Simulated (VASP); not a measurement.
# GaN (P6_3mc) in VASP: further runs

Runs on GaN. Level: PBE. Tasks: relaxation of cell and atoms, relaxation of shape and atoms at fixed volume.

All numbers are computed with VASP 6.6.1; they aren't measurements. Logs are shortened: lines on timing, memory, paths and dates and some standing lists are left out, and cuts for length are marked.

### 1 The cell of the first run

Symmetry: P6_3mc, No. 186, hexagonal system. Conventional cell: a = 3.180 Å, b = 3.180 Å, c = 5.166 Å, α = 90.00°, β = 90.00°, γ = 120.00°. Within 2.6 Å of Ga (site symmetry 3m) lie 4 N at 1.94 to 1.95 Å. Within 2.6 Å of N (site symmetry 3m) lie 4 Ga at 1.94 to 1.95 Å.

### 2 Relaxation of cell and atoms, PBE

INCAR

```
PREC = Accurate ; ENCUT = 600
EDIFF = 1E-7 ; ISMEAR = 0
SIGMA = 0.02 ; LREAL = False
LASPH = True ; NELM = 80
ALGO = Normal ; ISIF = 3
LWAVE = False ; LCHARG = False
GGA = PE ; IBRION = 2
NSW = 100 ; EDIFFG = -0.005
```

KPOINTS

```
Automatic mesh
0
Gamma
  12 12 6
```

POSCAR

```
GaN
1.0
    3.1799996605      0.0000000000      0.0000000000
   -1.5899998303      2.7539604900      0.0000000000
    0.0000000000      0.0000000000      5.1660000000
Ga N
2 2
Direct
    0.3333333333      0.6666666667      0.0000000000
    0.6666666667      0.3333333333      0.5000000000
    0.3333333333      0.6666666667      0.3750000000
    0.6666666667      0.3333333333      0.8750000000
```

Potentials or basis: VASP PAW PBE potentials, release 64 (Ga_d, N).

Started as:

```console
$ cat potpaw_PBE.64/Ga_d/POTCAR potpaw_PBE.64/N/POTCAR > POTCAR
$ mpirun -np 1 vasp_std > vasp.out
```

OUTCAR:

```text
PREC = Accurate
   ENCUT = 600
   EDIFF = 1E-7
   ISMEAR = 0
   LREAL = False
   LASPH = True
   NELM = 80
   ISIF = 3
   GGA = PE
   IBRION = 2
   NSW = 100
   EDIFFG = -0.005

 ion  position               nearest neighbor table
   1  0.333  0.667  0.000-   3 1.94   4 1.95   4 1.95   4 1.95
   2  0.667  0.333  0.500-   4 1.94   3 1.95   3 1.95   3 1.95
   3  0.333  0.667  0.375-   1 1.94   2 1.95   2 1.95   2 1.95
   4  0.667  0.333  0.875-   2 1.94   1 1.95   1 1.95   1 1.95

  LATTYP: Found a hexagonal cell.
 ALAT       =     3.1799996605
 C/A-ratio  =     1.6245284753

  Lattice vectors:

 A1 = (   3.1799996605,   0.0000000000,   0.0000000000)
 A2 = (  -1.5899998303,   2.7539604900,   0.0000000000)
 A3 = (   0.0000000000,   0.0000000000,   5.1660000000)

Analysis of symmetry for initial positions (statically):
=====================================================================
 Subroutine PRICEL returns:
 Original cell was already a primitive cell.

 Routine SETGRP: Setting up the symmetry group for a
 hexagonal supercell.

 Subroutine GETGRP returns: Found 12 space group operations
 (whereof  6 operations were pure point group operations)
 out of a pool of 24 trial point group operations.

The static configuration has the point symmetry C_3v.
 The point group associated with its full space group is C_6v.

Analysis of symmetry for dynamics (positions and initial velocities):
=====================================================================
 Subroutine PRICEL returns:
 Original cell was already a primitive cell.

 Routine SETGRP: Setting up the symmetry group for a
 hexagonal supercell.

 Subroutine GETGRP returns: Found 12 space group operations
 (whereof  6 operations were pure point group operations)
 out of a pool of 24 trial point group operations.

The dynamic configuration has the point symmetry C_3v.
 The point group associated with its full space group is C_6v.

 Subroutine INISYM returns: Found 12 space group operations
 (whereof  6 operations are pure point group operations),
 and found     1 'primitive' translations

----------------------------------------------------------------------------------------

                                     Primitive cell

  volume of cell :      45.2417

  direct lattice vectors                    reciprocal lattice vectors
     3.179999661  0.000000000  0.000000000     0.314465442  0.181556708  0.000000000
    -1.589999830  2.753960490  0.000000000     0.000000000  0.363113416  0.000000000
     0.000000000  0.000000000  5.166000000     0.000000000  0.000000000  0.193573364

  length of vectors
     3.179999661  3.179999661  5.166000000     0.363113416  0.363113416  0.193573364

  position of ions in fractional coordinates (direct lattice)
     0.333333333  0.666666667  0.000000000
     0.666666667  0.333333333  0.500000000
     0.333333333  0.666666667  0.375000000
     0.666666667  0.333333333  0.875000000

  ion indices of the primitive-cell ions
   primitive index   ion index
                 1           1
                 2           2
                 3           3
                 4           4

----------------------------------------------------------------------------------------

 KPOINTS: Automatic mesh

Automatic generation of k-mesh.
 Grid dimensions read from file:
 generate k-points for:   12   12    6

 Generating k-lattice:

  Cartesian coordinates                     Fractional coordinates (reciprocal lattice)
     0.026205454  0.015129726  0.000000000     0.083333333  0.000000000  0.000000000
     0.000000000  0.030259451  0.000000000     0.000000000  0.083333333  0.000000000
     0.000000000  0.000000000  0.032262227     0.000000000  0.000000000  0.166666667

  Length of vectors
     0.030259451  0.030259451  0.032262227

  Shift w.r.t. Gamma in fractional coordinates (k-lattice)
     0.000000000  0.000000000  0.000000000

 Subroutine IBZKPT returns following result:
 ===========================================

 Found     76 irreducible k-points:

 Following reciprocal coordinates:
            Coordinates               Weight
  0.000000  0.000000  0.000000      1.000000
  0.083333  0.000000  0.000000      6.000000
  0.166667  0.000000  0.000000      6.000000
  0.250000  0.000000  0.000000      6.000000
  0.333333  0.000000  0.000000      6.000000
  0.416667  0.000000  0.000000      6.000000
[... 16 lines left out ...]
  0.250000  0.000000  0.166667     12.000000
  0.333333  0.000000  0.166667     12.000000
 [... further k-points ...]
   k-points           NKPTS =     76   k-points in BZ     NKDIM =     76   number of bands    NBANDS=     22
   number of dos      NEDOS =    301   number of ions     NIONS =      4
   total plane-waves  NPLWV =  32928
   dimension x,y,z NGX =    28 NGY =   28 NGZ =   42
   dimension x,y,z NGXF=    56 NGYF=   56 NGZF=   84
   ions per type =               2   2
   NGX,Y,Z   is equivalent  to a cutoff of  14.64, 14.64, 13.52 a.u.
   NGXF,Y,Z  is equivalent  to a cutoff of  29.28, 29.28, 27.03 a.u.
 SYSTEM =  unknown system
   PREC   = accura    normal or accurate (medium, high low for compatibility)
   ISTART =      0    job   : 0-new  1-cont  2-samecut
   ICHARG =      2    charge: 1-file 2-atom 10-const
   ISPIN  =      1    spin polarized calculation?
   LNONCOLLINEAR =      F non collinear calculations
   LSORBIT =      F    spin-orbit coupling
   LASPH  =      T    aspherical Exc in radial PAW
   ENCUT  =  600.0 eV  44.10 Ry    6.64 a.u.   6.35  6.35 10.32*2*pi/ulx,y,z
   NELM   =     80;   NELMIN=  2; NELMDL= -5     # of ELM steps
   EDIFF  = 0.1E-06   stopping-criterion for ELM
   LREAL  =      F    real-space projection
   EDIFFG = -.5E-02   stopping-criterion for IOM
   NSW    =    100    number of steps for IOM
   IBRION =      2    ionic relax: 0-MD 1-quasi-New 2-CG
   NFREE  =      1    steps in history (QN), initial steepest desc. (CG)
   ISIF   =      3    stress and relaxation
   ISYM   =      2    0-nonsym 1-usesym 2-fastsym
   POTIM  = 0.5000    time-step for ionic-motion
   TEBEG  =    0.0;   TEEND  =   0.0 temperature during run
   PSTRESS=    0.0 pullay stress
   NELECT =      36.0000    total number of electrons
   NUPDOWN=      -1.0000    fix difference up-down
   EMIN   =  10.00;   EMAX   =-10.00  energy-range for DOS
   EFERMI =   0.00;   METHOD = LEGACY
   ISMEAR =     0;   SIGMA  =   0.02  broadening in eV -4-tet -1-fermi 0-gaus
   EFERMI_NEDOS =   21; number of points for ismear=-14 and -15
   IALGO  =     38    algorithm
   IMIX   =      4    mixing-type and parameters
     AMIX     =   0.40;   BMIX     =  1.00
     AMIX_MAG =   1.60;   BMIX_MAG =  1.00
  volume/ion in A,a.u.               =      11.31        76.33
  Fermi-wavevector in a.u.,A,eV,Ry     =   1.517036  2.866783 31.312431  2.301399
  Thomas-Fermi vector in A             =   2.626346
   LORBIT       =      0    0 simple, 1 ext, 2 COOP (PROOUT), +10 PAW based schemes
   GGA     = PE    functional components
   LHFCALC =     F    Hartree Fock is set to
   AEXX    =    0.0000 exact exchange contribution
   IVDW    =     0    specifies the selected vdW correction
   LEPSILON=     F    determine dielectric tensor
   LRPA    =     F    only Hartree local field effects (RPA)
 conjugate gradient relaxation of ions
 non-spin polarized calculation
 Gauss-broadening in eV      SIGMA  =   0.02
  energy-cutoff  :      600.00
  volume of cell :       45.24
 maximum number of plane-waves:      1530
 NGX is ok and might be reduce to    28
   NGX = 13   NGY = 13   NGZ = 21

--------------------------------------- Ionic step        1  -------------------------------------------

 number of electron      35.9999995 magnetization

 Free energy of the ion-electron system (eV)
  ---------------------------------------------------
  ext. energy  EPLUGINS =         0.00000000
  ---------------------------------------------------
  free energy    TOTEN  =       -24.28808295 eV

  energy without entropy =      -24.28808295  energy(sigma->0) =      -24.28808295

------------------------ aborting loop because EDIFF is reached ----------------------------------------

  FORCE on cell =-STRESS in cart. coord.  units (eV):
  Direction    XX          YY          ZZ          XY          YZ          ZX
  --------------------------------------------------------------------------------------
  -------------------------------------------------------------------------------------
  Total        1.8227028      1.8227028      2.4362544     -0.0000000      0.0000000      0.0000000
  in kB       64.5486652     64.5486652     86.2768005     -0.0000000      0.0000000      0.0000000
  external PRESSURE =      71.7913770 kB  Pullay stress =       0.0000000 kB

 VOLUME and BASIS-vectors are now :
 -----------------------------------------------------------------------------
  energy-cutoff  :      600.00
  volume of cell :       45.24
      direct lattice vectors                 reciprocal lattice vectors
     3.179999661  0.000000000  0.000000000     0.314465442  0.181556708  0.000000000
    -1.589999830  2.753960490  0.000000000     0.000000000  0.363113416  0.000000000
     0.000000000  0.000000000  5.166000000     0.000000000  0.000000000  0.193573364
[... 229 lines left out ...]
 POSITION                                       TOTAL-FORCE (eV/Angst)
 -----------------------------------------------------------------------------------
     -0.00000      1.85817      5.24005         0.000000      0.000000      0.001079
      1.60922      0.92908      2.61779        -0.000000      0.000000      0.001079
     -0.00000      1.85817      1.97118         0.000000     -0.000000     -0.001079
      1.60922      0.92908      4.59345        -0.000000     -0.000000     -0.001079
 -----------------------------------------------------------------------------------
    total drift:                                0.000000      0.000001      0.000356

  FREE ENERGIE OF THE ION-ELECTRON SYSTEM (eV)
  ---------------------------------------------------
  free  energy   TOTEN  =       -24.3283596783 eV

  energy  without entropy=      -24.3283596783  energy(sigma->0) =      -24.32835968

--------------------------------------- Ionic step        8  -------------------------------------------

 number of electron      36.0000002 magnetization

 Free energy of the ion-electron system (eV)
  ---------------------------------------------------
  ext. energy  EPLUGINS =         0.00000000
  ---------------------------------------------------
  free energy    TOTEN  =       -24.32836447 eV

  energy without entropy =      -24.32836447  energy(sigma->0) =      -24.32836447

 E-fermi :   5.1219     XC(G=0): -11.5158

 val. band max:        5.0104120664   @ k =   0.0000   0.0000   0.0000
 cond. band min:       6.7261627294   @ k =   0.0000   0.0000   0.0000
 fundamental gap:      1.7157506630
 Fermi energy:         5.1218588484

 k-point     1 :       0.0000    0.0000    0.0000
  band No.  band energies     occupation
      1     -10.7269      2.00000
      2      -9.9033      2.00000
      3      -8.4111      2.00000
      4      -8.3966      2.00000
      5      -8.3966      2.00000
      6      -8.3409      2.00000
[... 14 lines left out ...]
     21      14.0323      0.00000
     22      14.7407      0.00000
[... 552 lines left out ...]
  band No.  band energies     occupation
      1     -10.0303      2.00000
      2      -9.7808      2.00000
      3      -8.3514      2.00000
      4      -8.3220      2.00000
      5      -8.2681      2.00000
      6      -8.2099      2.00000
[... 14 lines left out ...]
     21      11.8972      0.00000
     22      13.0788      0.00000

 [... further k-points ...]

------------------------ aborting loop because EDIFF is reached ----------------------------------------

  FORCE on cell =-STRESS in cart. coord.  units (eV):
  Direction    XX          YY          ZZ          XY          YZ          ZX
  --------------------------------------------------------------------------------------
  -------------------------------------------------------------------------------------
  Total        0.0026632      0.0026632      0.0024444     -0.0000000      0.0000000      0.0000000
  in kB        0.0907339      0.0907339      0.0832785     -0.0000000      0.0000000      0.0000000
  external PRESSURE =       0.0882487 kB  Pullay stress =       0.0000000 kB

 VOLUME and BASIS-vectors are now :
 -----------------------------------------------------------------------------
  energy-cutoff  :      600.00
  volume of cell :       47.03
      direct lattice vectors                 reciprocal lattice vectors
     3.218080063 -0.000000000 -0.000000000     0.310744289  0.179408299 -0.000000000
    -1.609040032  2.786939086 -0.000000000     0.000000000  0.358816597 -0.000000000
    -0.000000000  0.000000000  5.243529149     0.000000000  0.000000000  0.190711250

 POSITION                                       TOTAL-FORCE (eV/Angst)
 -----------------------------------------------------------------------------------
     -0.00000      1.85796      5.23910         0.000000     -0.000000     -0.000676
      1.60904      0.92898      2.61733        -0.000000     -0.000000     -0.000676
     -0.00000      1.85796      1.97076        -0.000000      0.000000      0.000676
      1.60904      0.92898      4.59252        -0.000000      0.000000      0.000676
 -----------------------------------------------------------------------------------
    total drift:                                0.000000      0.000001     -0.000028

  FREE ENERGIE OF THE ION-ELECTRON SYSTEM (eV)
  ---------------------------------------------------
  free  energy   TOTEN  =       -24.3283644659 eV

  energy  without entropy=      -24.3283644659  energy(sigma->0) =      -24.32836447

 reached required accuracy - stopping structural energy minimisation
```

Wall time 7 min (1 thread of Intel Xeon Platinum 8259CL at 2.50GHz (Skylake/Cascade Lake), shared host); peak memory 0.24 GiB.

What came out:

- Free energy: -24.3284 eV
- Relaxed volume: 11.76 Å³/atom
- Relaxed cell: a = 3.218 Å, b = 3.218 Å, c = 5.244 Å, α = 90.00°, β = 90.00°, γ = 120.00°
- Space group after relaxing (to 0.1 Å): P6_3mc (No. 186)
- Energy gained by relaxing: 10.1 meV/atom
- Ionic steps: 8
- Pressure after relaxing: 0.0 GPa
- Band gap on the k mesh: 1.72 eV

The path:
| step | energy change (eV) | largest force (eV/Å) | pressure (GPa) | volume (Å³) |
| --- | --- | --- | --- | --- |
| 1 | 0.0000 | 0.1347 | 7.18 | 45.24 |
| 2 | -0.0117 | 0.0620 | -5.19 | 48.64 |
| 3 | -0.0402 | 0.0110 | -0.01 | 47.03 |
| 4 | -0.0402 | 0.0130 | 0.13 | 46.99 |
| 5 | -0.0403 | 0.0076 | 0.12 | 46.99 |
| 6 | -0.0403 | 0.0033 | 0.12 | 46.99 |
| 7 | -0.0403 | 0.0011 | -0.08 | 47.05 |
| 8 | -0.0403 | 0.0007 | 0.01 | 47.03 |

Final structure:
```
Ga N
1.0
     3.21808    0.00000    0.00000
    -1.60904    2.78694    0.00000
     0.00000    0.00000    5.24353
Ga N
2 2
Direct
  0.33333 0.66667 0.99915
  0.66667 0.33333 0.49915
  0.33333 0.66667 0.37585
  0.66667 0.33333 0.87585
```

PBE usually gives volumes a little too large and moduli too small. Zero-point motion and thermal expansion aren't in these numbers.

(Continued in part 2 of 2.)
